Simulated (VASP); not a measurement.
# Si16Ge (a cell with a defect): single point with LDA

The system is Si16Ge (a cell with a defect).

```
Si Ge
1.0
     0.00000    5.43000    5.43000
     5.43000    0.00000    5.43000
     5.43000    5.43000    0.00000
Si Ge
16 1
Direct
  0.01455 0.01451 0.95642
  0.11680 0.11675 0.11572
  0.99760 0.99756 0.49405
  0.13768 0.13764 0.58703
  0.97870 0.50925 0.00280
  0.11679 0.65072 0.11574
  0.99759 0.51078 0.49407
  0.11485 0.62663 0.63189
  0.50931 0.97863 0.00281
  0.65077 0.11673 0.11576
  0.51082 0.99754 0.49410
  0.62667 0.11480 0.63191
  0.50930 0.50925 0.00282
  0.61261 0.61254 0.16231
  0.48812 0.48808 0.53571
  0.62666 0.62661 0.63192
  0.27502 0.27496 0.17505
```

```
Program             : VASP 6.6.1
Task                : single point
Functional          : LDA
Potentials or basis : VASP PAW LDA potentials, release 64 (Si, Ge_d)
Cutoff              : 520 eV
k mesh              : 2 × 2 × 2
Occupations         : fermi-dirac, width 0.05 eV
Spin                : no spin polarisation
```

The pressure is 2.6 GPa. The largest force is 0.685 eV/Å and the band gap on the k mesh is zero (bands 39 and 40 overlap by 0.17 eV).

Forces on the atoms (eV/Å):
```
Si  -0.028 -0.028  0.028
Si  -0.035 -0.035  0.035
Si  -0.015 -0.016 -0.005
Si   0.002  0.002 -0.002
Si  -0.037  0.019  0.037
Si  -0.036 -0.035  0.035
Si   0.005 -0.016  0.016
Si  -0.021 -0.005  0.021
Si   0.020 -0.036  0.036
Si  -0.035 -0.035  0.035
Si  -0.016  0.005  0.016
Si  -0.005 -0.021  0.021
Si  -0.036 -0.037 -0.020
Si  -0.062 -0.062  0.062
Si  -0.076 -0.076  0.076
Si  -0.021 -0.021  0.005
Ge   0.395  0.395 -0.395
```

Stress tensor (GPa, compression positive):
```
 2.56 -0.65  0.65
-0.65  2.56  0.65
 0.65  0.65  2.56
```

Levels at points of the mesh, in eV from the Fermi level:
```tsv
k point	band 36	band 37	band 38	band 39	band 40	band 41	band 42	band 43
(0.00, 0.00, 0.00)	-0.95	-0.61	-0.61	-0.43	-0.12	-0.12	0.07	0.07
(0.50, 0.00, 0.00)	-1.40	-1.38	-1.24	-0.17	0.22	0.78	0.79	0.88
(0.00, 0.50, 0.00)	-1.40	-1.38	-1.24	-0.17	0.22	0.78	0.79	0.88
(0.00, 0.00, 0.50)	-1.36	-1.32	-1.32	-0.26	0.44	0.44	1.07	1.07
(0.50, 0.50, 0.50)	-1.40	-1.38	-1.24	-0.17	0.22	0.78	0.79	0.88
(0.50, 0.50, 0.00)	-1.90	-1.77	-1.13	0.05	0.57	1.13	1.23	1.34
(0.00, 0.50, 0.50)	-1.90	-1.77	-1.13	0.05	0.57	1.13	1.23	1.34
(0.50, 0.00, 0.50)	-1.90	-1.77	-1.13	0.05	0.57	1.13	1.23	1.34
```

Wall time 5.7 min on 1 thread of Intel Xeon 8259CL (shared host), peak memory 0.4 GiB.

Caveat: the k points lie up to 0.50 Å⁻¹ apart.
